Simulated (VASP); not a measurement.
## MgO: single point with PBE

MgO:

```
Mg O
1.0
     0.00000   -2.12692   -2.12692
     0.00000    2.12692   -2.12692
     4.25385    0.00000    0.00000
Mg O
2 2
Direct
  0.50000 0.50000 0.55289
  0.00000 0.00000 0.94711
  0.50000 0.50000 0.99270
  0.00000 0.00000 0.50730
```

This cell differs from its parent crystal: mode 9 (400.1 1/cm) frozen in, largest displacement +0.225 Å.

```json
{
 "Program": "VASP 6.6.1",
 "Task": "single point",
 "Functional": "PBE",
 "Potentials or basis": "VASP PAW PBE potentials, release 64 (Mg, O)",
 "Cutoff": "520 eV",
 "k mesh": "8 × 8 × 6",
 "Occupations": "gaussian, width 0.05 eV",
 "Spin": "no spin polarisation"
}
```

```
Pressure               : 8.6 GPa
Largest force          : 3.916 eV/Å
Band gap on the k mesh : 4.49 eV, direct
```

Forces in eV/Å, atoms in the order of the input:
```
Mg  -3.916  0.000  0.000
Mg   3.916  0.000  0.000
O    0.900  0.000  0.000
O   -0.900  0.000  0.000
```

Stress tensor (GPa, compression positive):
```
21.00  0.00  0.00
 0.00  2.35  0.00
 0.00  0.00  2.35
```

Levels at points of the mesh, in eV from the valence-band top:
| k point | band 5 | band 6 | band 7 | band 8 | band 9 | band 10 | band 11 | band 12 |
| --- | --- | --- | --- | --- | --- | --- | --- | --- |
| (0.00, 0.00, 0.00) | -1.31 | -0.01 | -0.01 | 0.00 | 4.49 | 8.87 | 9.60 | 12.60 |
| (0.50, 0.00, 0.00) | -1.77 | -1.77 | -0.62 | -0.62 | 9.24 | 9.24 | 11.41 | 11.41 |
| (0.50, 0.50, 0.00) | -1.31 | -1.31 | -1.20 | -1.20 | 9.21 | 9.21 | 9.65 | 9.65 |
| (0.00, 0.00, 0.50) | -0.87 | -0.87 | -0.56 | -0.56 | 7.33 | 7.98 | 9.93 | 12.34 |
| (0.50, 0.00, 0.50) | -0.62 | -0.62 | -0.58 | -0.58 | 7.76 | 7.76 | 12.18 | 12.18 |
| (0.50, 0.50, 0.50) | -2.52 | -2.52 | -1.60 | -1.60 | 10.89 | 10.89 | 11.48 | 11.48 |

Run time: 46 s on 1 thread of Intel Xeon 8259CL, on a shared host, peak memory 0.16 GiB.

Caveat: the cell differs from its parent crystal (mode 9 (400.1 1/cm) frozen in, largest displacement +0.225 Å); forces of over 1 eV/Å act on the atoms, so gaps and moduli don't describe the material at rest.
